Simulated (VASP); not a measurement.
# B5W (P4/mmm) in VASP: notebook, part 2 of 2

VASP 6.6.1.

## Step 4: Relaxation of cell and atoms, PBE

This run uses another cell than the first one, of 8.72 Å³/atom, 1.002 times its volume.

Contents of INCAR:

```
SYSTEM = B5W
PREC     = Accurate       ! precision mode
ENCUT    = 600            ! plane-wave cutoff, eV
EDIFF    = 1E-6           ! SCF threshold, eV
ISMEAR   = 0              ! smearing method
SIGMA    = 0.1            ! smearing width, eV
LREAL    = .FALSE.        ! projectors in reciprocal space
LASPH    = .TRUE.         ! aspherical terms in the spheres
NELM     = 80             ! most SCF steps
ALGO     = Normal         ! electronic algorithm
ISIF     = 3              ! what is computed and relaxed
LWAVE    = .FALSE.        ! write WAVECAR
LCHARG   = .FALSE.        ! write CHGCAR
GGA      = PE             ! functional
IBRION   = 2              ! ionic algorithm
NSW      = 100            ! ionic steps
EDIFFG   = -0.01          ! ionic threshold
```

Contents of KPOINTS:

```
Automatic mesh
0
G
  12 12 6
  0 0 0
```

Contents of POSCAR:

```
B5W
1.0
    2.9513655910      0.0000000000      0.0000000000
    0.0000000000      2.9513655910      0.0000000000
    0.0000000000      0.0000000000      6.0075106587
B W
5 1
Direct
    0.5000000000      0.5000000000      0.7042866246
    0.5000000000      0.5000000000      0.2957133754
    0.5000000000      0.0000000000      0.5000000000
    0.0000000000      0.5000000000      0.5000000000
    0.5000000000      0.5000000000      0.0000000000
    0.0000000000      0.0000000000      0.0000000000
```

Potentials or basis: VASP PAW PBE potentials, release 64 (B, W_sv).

Started as:

```bash
$ cat potpaw_PBE.64/B/POTCAR potpaw_PBE.64/W_sv/POTCAR > POTCAR
$ mpirun -np 1 vasp_std > vasp.out
```

OUTCAR:

```text
SYSTEM = B5W
   PREC = Accurate
   ENCUT = 600
   EDIFF = 1E-6
   ISMEAR = 0
   LREAL = .FALSE.
   LASPH = .TRUE.
   NELM = 80
   ISIF = 3
   GGA = PE
   IBRION = 2
   NSW = 100
   EDIFFG = -0.01

 ion  position               nearest neighbor table
   1  0.500  0.500  0.704-   5 1.78   4 1.92   3 1.92   3 1.92   4 1.92   6 2.74   6 2.74   6 2.74
                             6 2.74
   2  0.500  0.500  0.296-   5 1.78   4 1.92   3 1.92   3 1.92   4 1.92   6 2.74   6 2.74   6 2.74
                             6 2.74
   3  0.500  0.000  0.500-   1 1.92   2 1.92   1 1.92   2 1.92   4 2.09   4 2.09   4 2.09   4 2.09

   4  0.000  0.500  0.500-   1 1.92   2 1.92   1 1.92   2 1.92   3 2.09   3 2.09   3 2.09   3 2.09

   5  0.500  0.500  0.000-   1 1.78   2 1.78   6 2.09   6 2.09   6 2.09   6 2.09
   6  0.000  0.000  0.000-   5 2.09   5 2.09   5 2.09   5 2.09   2 2.74   2 2.74   1 2.74   2 2.74
                             1 2.74   1 2.74   2 2.74   1 2.74

  LATTYP: Found a simple tetragonal cell.
 ALAT       =     2.9513655910
 C/A-ratio  =     2.0355020324

  Lattice vectors:

 A1 = (   2.9513655910,   0.0000000000,   0.0000000000)
 A2 = (   0.0000000000,   2.9513655910,   0.0000000000)
[... 187 lines left out ...]

------------------------ aborting loop because EDIFF is reached ----------------------------------------

  FORCE on cell =-STRESS in cart. coord.  units (eV):
  Direction    XX          YY          ZZ          XY          YZ          ZX
  --------------------------------------------------------------------------------------
  -------------------------------------------------------------------------------------
  Total        0.3755057      0.3755057     -0.6684667      0.0000000     -0.0000000      0.0000000
  in kB       11.4970531     11.4970531    -20.4667940      0.0000000     -0.0000000      0.0000000
  external PRESSURE =       0.8424374 kB  Pullay stress =       0.0000000 kB
[... 227 lines left out ...]
--------------------------------------- Ionic step        7  -------------------------------------------

 number of electron      29.0000003 magnetization

 Free energy of the ion-electron system (eV)
  ---------------------------------------------------
  ext. energy  EPLUGINS =         0.00000000
  ---------------------------------------------------
  free energy    TOTEN  =       -41.28109144 eV

  energy without entropy =      -41.27426510  energy(sigma->0) =      -41.27767827

 E-fermi :   8.4091     XC(G=0): -12.3696

 val. band max:        8.4067237059   @ k =   0.1667   0.0000   0.1667
 cond. band min:       8.4418554318   @ k =   0.5000   0.4167   0.5000
 fundamental gap:      0.0351317259
 Fermi energy:         8.4090678044

 k-point     1 :       0.0000    0.0000    0.0000
  band No.  band energies     occupation
      1     -65.9925      2.00000
      2     -30.2487      2.00000
      3     -30.1557      2.00000
      4     -30.1557      2.00000
      5      -6.7085      2.00000
      6      -3.5988      2.00000
[... 481 lines left out ...]
      5      -3.4523      2.00000
      6      -1.4593      2.00000
[... 10 lines left out ...]
     17       8.9015      0.00000
     18      10.9844      0.00000

 [... further k-points ...]
[... 5 lines left out ...]
  --------------------------------------------------------------------------------------
  -------------------------------------------------------------------------------------
  Total        0.0006343      0.0006343      0.0014239      0.0000000      0.0000000     -0.0000000
  in kB        0.0194505      0.0194505      0.0436604      0.0000000      0.0000000     -0.0000000
  external PRESSURE =       0.0275204 kB  Pullay stress =       0.0000000 kB
[... 21 lines left out ...]
  FREE ENERGIE OF THE ION-ELECTRON SYSTEM (eV)
  ---------------------------------------------------
  free  energy   TOTEN  =       -41.2810914431 eV

  energy  without entropy=      -41.2742651018  energy(sigma->0) =      -41.27767827

 reached required accuracy - stopping structural energy minimisation
```

CONTCAR:

```text
B5W
   1.00000000000000
     2.9576454087168855   -0.0000000000000000    0.0000000000000000
    -0.0000000000000000    2.9576454087168855   -0.0000000000000000
     0.0000000000000000   -0.0000000000000000    5.9730310758394207
  B               W
     5     1
Direct
     0.5000000000000000    0.5000000000000000    0.7046164728060508
     0.5000000000000000    0.5000000000000000    0.2953835271939491
     0.5000000000000000    0.0000000000000000    0.5000000000000000
     0.0000000000000000    0.5000000000000000    0.5000000000000000
     0.5000000000000000    0.5000000000000000    1.0000000000000000
     0.0000000000000000    0.0000000000000000    1.0000000000000000

  0.00000000E+00  0.00000000E+00  0.00000000E+00
  0.00000000E+00  0.00000000E+00  0.00000000E+00
  0.00000000E+00  0.00000000E+00  0.00000000E+00
  0.00000000E+00  0.00000000E+00  0.00000000E+00
  0.00000000E+00  0.00000000E+00  0.00000000E+00
  0.00000000E+00  0.00000000E+00  0.00000000E+00
```

Wall time 2.9 min (1 thread of Intel Xeon 6975P-C (Granite Rapids), shared host); peak memory 0.26 GiB.

Results:

- Free energy: -41.2811 eV
- Relaxed volume: 8.71 Å³/atom
- Relaxed cell: a = 2.958 Å, b = 2.958 Å, c = 5.973 Å, α = 90.00°, β = 90.00°, γ = 90.00°
- Space group after relaxing (to 0.05 Å): P4/mmm (No. 123)
- Energy gained by relaxing: 0.5 meV/atom
- Ionic steps: 7
- Pressure after relaxing: 0.0 GPa
- Largest force after relaxing: 0.004 eV/Å

Forces in eV/Å, atoms in the order of the input:
```
B    0.000  0.000  0.004
B    0.000  0.000 -0.004
B    0.000  0.000  0.000
B    0.000  0.000  0.000
B    0.000  0.000  0.000
W    0.000  0.000  0.000
```

The path:
| step | energy change (eV) | largest force (eV/Å) | pressure (GPa) | volume (Å³) |
| --- | --- | --- | --- | --- |
| 1 | 0.0000 | 0.0202 | 0.08 | 52.33 |
| 2 | -0.0025 | 0.0155 | -0.54 | 52.36 |
| 3 | -0.0026 | 0.0167 | -0.46 | 52.36 |
| 4 | -0.0027 | 0.0119 | 0.30 | 52.18 |
| 5 | -0.0028 | 0.0135 | 0.03 | 52.25 |
| 6 | -0.0028 | 0.0136 | 0.01 | 52.25 |
| 7 | -0.0028 | 0.0040 | 0.00 | 52.25 |

Final structure:
```yaml
crystal:
  lattice:
    - [2.95765, 0.00000, 0.00000]
    - [0.00000, 2.95765, 0.00000]
    - [0.00000, 0.00000, 5.97303]
  atoms:
    - { symbol: B, position: [0.50000, 0.50000, 0.70462] }
    - { symbol: B, position: [0.50000, 0.50000, 0.29538] }
    - { symbol: B, position: [0.50000, 0.00000, 0.50000] }
    - { symbol: B, position: [0.00000, 0.50000, 0.50000] }
    - { symbol: B, position: [0.50000, 0.50000, 0.00000] }
    - { symbol: W, position: [0.00000, 0.00000, 0.00000] }
```

Caveat: the bands computed are all filled at some k points, so no gap is given; spin-orbit coupling is left out, which moves the levels of the heavy elements.

## Step 5: Overview

```csv
task,cell,k mesh,cutoff (eV),pressure (GPa),relaxed volume (Å³/atom),largest force (eV/Å)
single point,"a = 2.956, b = 2.956, c = 5.973 Å, 6 atoms",12 × 12 × 6,520,0.2,-,0.01
relaxation of cell and atoms,"relaxed from a = 2.957, b = 2.957, c = 6.021 Å, 6 atoms",6 × 6 × 4,600,-0.4,8.74,0.03
relaxation of cell and atoms,"relaxed from a = 2.951, b = 2.951, c = 6.008 Å, 6 atoms",12 × 12 × 6,600,0.0,8.71,-
```

Alike in all rows: level PBE; potentials or basis VASP PAW PBE potentials, release 64 (B, W_sv); no spin polarisation; smearing gaussian 0.1 eV.

Caveats: spin-orbit coupling is left out, which moves the levels of the heavy elements; the bands computed are all filled at some k points, so no gap is given (some runs).

Absolute energies hang on the potentials; compare differences alone.
